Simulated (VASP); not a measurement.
A run of VASP 6.6.1 is set up as follows.

The input INCAR:

```
PREC = Accurate ; ENCUT = 600
EDIFF = 1E-6 ; ISMEAR = 0
SIGMA = 0.1 ; LREAL = False
LASPH = True ; NELM = 100
ALGO = Normal ; ISIF = 3
LWAVE = False ; LCHARG = False
GGA = PS ; IBRION = 2
NSW = 100 ; EDIFFG = -0.05
```

KPOINTS

```
Automatic mesh
0
Gamma
  8 8 8
```

POSCAR

```
Mo
1.0
   -1.5838089700      1.5838089700      1.5838089700
    1.5838089700     -1.5838089700      1.5838089700
    1.5838089700      1.5838089700     -1.5838089700
Mo
1
Direct
    0.0000000000      0.0000000000      0.0000000000
```

Potentials or basis: VASP PAW PBE potentials, release 64 (Mo_sv).

Launch:

```sh
$ cat potpaw_PBE.64/Mo_sv/POTCAR > POTCAR
$ mpirun -np 1 vasp_std > vasp.out
```

(1) What does it give for the space group after relaxing (to 0.1 Å)?

(2) What does it give for the relaxed volume?

## Answers

(1) Im-3m (No. 229).

(2) 15.40 Å³/atom.

Caveat: the PAW data sets were made with another functional, which shifts forces and pressure a little.
